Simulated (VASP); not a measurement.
Here is a VASP 6.6.1 calculation.

INCAR

```
ALGO = Normal
EDIFF = 1E-7
ENCUT = 520
GGA = RP
ISIF = 2
ISMEAR = 0
ISPIN = 2
LASPH = T
LCHARG = F
LORBIT = 11
LREAL = F
LWAVE = F
MAGMOM = 1 2
NBANDS = 16
NELM = 150
PREC = Accurate
SIGMA = 0.02
```

Contents of KPOINTS:

```
k-points
0
Gamma
  10 10 10
```

The input POSCAR:

```
LiF
1.0
    0.0000000000      2.0335415485      2.0335415485
    2.0335415485      0.0000000000      2.0335415485
    2.0335415485      2.0335415485      0.0000000000
Li F
1 1
Direct
    0.5000000000      0.5000000000      0.5000000000
    0.0000000000      0.0000000000      0.0000000000
```

Potentials or basis: VASP PAW PBE potentials, release 64 (Li_sv, F).

The run is started by

```bash
$ cat potpaw_PBE.64/Li_sv/POTCAR potpaw_PBE.64/F/POTCAR > POTCAR
$ mpirun -np 1 vasp_std > vasp.out
```

Q: What does it give for the net moment?

A: 0.00 μB per cell.

Q: Predict the band gap on the k mesh.

A: 9.10 eV.

 A k mesh can miss the band edges.
